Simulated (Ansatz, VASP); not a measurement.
AlP: VASP beside Ansatz

INCAR

```
SYSTEM = AlP
PREC = Accurate ; ENCUT = 500
EDIFF = 1E-6 ; ISMEAR = 0
SIGMA = 0.01 ; LREAL = .FALSE.
LASPH = .TRUE. ; NELM = 120
ALGO = Normal ; ISIF = 2
LWAVE = .FALSE. ; LCHARG = .TRUE.
GGA = CA ; LELF = .TRUE.
LVHAR = .TRUE. ; NBANDS = 11
GGA_COMPAT = .FALSE.
```

File KPOINTS:

```
regular mesh
0
G
  6 6 6
  0 0 0
```

POSCAR

```
AlP
1.0
    0.0000000000      2.7495144532      2.7495144532
    2.7495144532      0.0000000000      2.7495144532
    2.7495144532      2.7495144532      0.0000000000
Al P
1 1
Direct
    0.0000000000      0.0000000000      0.0000000000
    0.2500000000      0.2500000000      0.2500000000
```

Input for Ansatz:

```yaml
crystal:
  lattice:
    - [0.0, 2.7495144532308644, 2.7495144532308644]
    - [2.7495144532308644, 0.0, 2.7495144532308644]
    - [2.7495144532308644, 2.7495144532308644, 0.0]
  atoms:
    - { symbol: Al, position: [0.0, 0.0, 0.0] }
    - { symbol: P, position: [0.25, 0.25, 0.25] }
basis:
  ecutwfc: 500.0
kpoints:
  mp_grid:
    grid: [6, 6, 6]
hamiltonian:
  xc: lda
scf:
  occupations:
    method: fixed
output:
  stress: true
```

Alike in both runs: task single point; functional LDA; k mesh 6 × 6 × 6; no spin polarisation.

|  | VASP | Ansatz |
| --- | --- | --- |
| version | VASP 6.6.1 | Ansatz 0.2.0 |
| potentials or method | VASP PAW LDA potentials, release 64 (Al, P), cutoff 500 eV | plane waves, PAW |
| occupations | gaussian, width 0.01 eV | fixed |
| valence electrons in the cell | 8 | 8 |

```csv
,VASP,Ansatz,Ansatz less VASP
pressure (GPa),-2.9,-3.0,-0.04
```

LDA's correlation is that of Perdew and Zunger in VASP and of Perdew and Wang (1992) in Ansatz.
